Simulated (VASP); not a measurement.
W3Se2: single point with PBE

The system is W3Se2.

```
W Se
1.0
     4.09922    0.00000    0.00000
    -2.04961    3.55003    0.00000
     0.00000    0.00000    6.14272
W Se
3 2
Direct
  0.00000 0.00000 0.00000
  0.33333 0.66667 0.59606
  0.66667 0.33333 0.40394
  0.33333 0.66667 0.17730
  0.66667 0.33333 0.82270
```

```json
{
 "Program": "VASP 6.6.1",
 "Task": "single point",
 "Functional": "PBE",
 "Potentials or basis": "VASP PAW PBE potentials, release 64 (W_sv, Se)",
 "Cutoff": "520 eV",
 "k mesh": "12 × 12 × 6",
 "Occupations": "gaussian, width 0.1 eV",
 "Spin": "no spin polarisation",
 "Dipole correction": "no",
 "Further INCAR settings": "ALGO = Normal; EDIFF = 1e-07; NBANDS = 35"
}
```

| Item | Value |
| --- | --- |
| Pressure | 0.4 GPa |
| Largest force | 0.026 eV/Å |
| Band gap on the k mesh | zero (bands 27 and 28 overlap by 1.39 eV) |

Forces in eV/Å, atoms in the order of the input:
```
W    0.000  0.000  0.000
W    0.000  0.000  0.026
W    0.000  0.000 -0.026
Se   0.000  0.000 -0.007
Se   0.000  0.000  0.007
```

Levels at points of the mesh, in eV from the Fermi level:
| k point | band 23 | band 24 | band 25 | band 26 | band 27 | band 28 | band 29 | band 30 | band 31 | band 32 |
| --- | --- | --- | --- | --- | --- | --- | --- | --- | --- | --- |
| (0.00, 0.00, 0.00) | -1.83 | -1.50 | -0.35 | -0.35 | 0.00 | 0.28 | 0.28 | 0.91 | 0.91 | 1.52 |
| (0.50, 0.00, 0.00) | -1.95 | -1.13 | -0.98 | -0.82 | 0.13 | 0.15 | 0.32 | 1.51 | 1.98 | 2.21 |
| (0.00, 0.00, 0.50) | -1.86 | -1.86 | -1.49 | -1.49 | -1.26 | -1.25 | 1.93 | 2.09 | 2.53 | 2.53 |
| (0.50, 0.00, 0.50) | -2.04 | -1.27 | -1.14 | -0.38 | -0.24 | 0.36 | 0.79 | 1.50 | 2.03 | 2.39 |

Wall time 5.2 min on 1 thread of Intel(R) Xeon(R) Platinum 8259CL CPU @ 2.50GHz (Skylake/Cascade Lake), on a shared host, peak memory 0.38 GiB.

Caveat: spin-orbit coupling is left out, which moves the levels of the heavy elements.
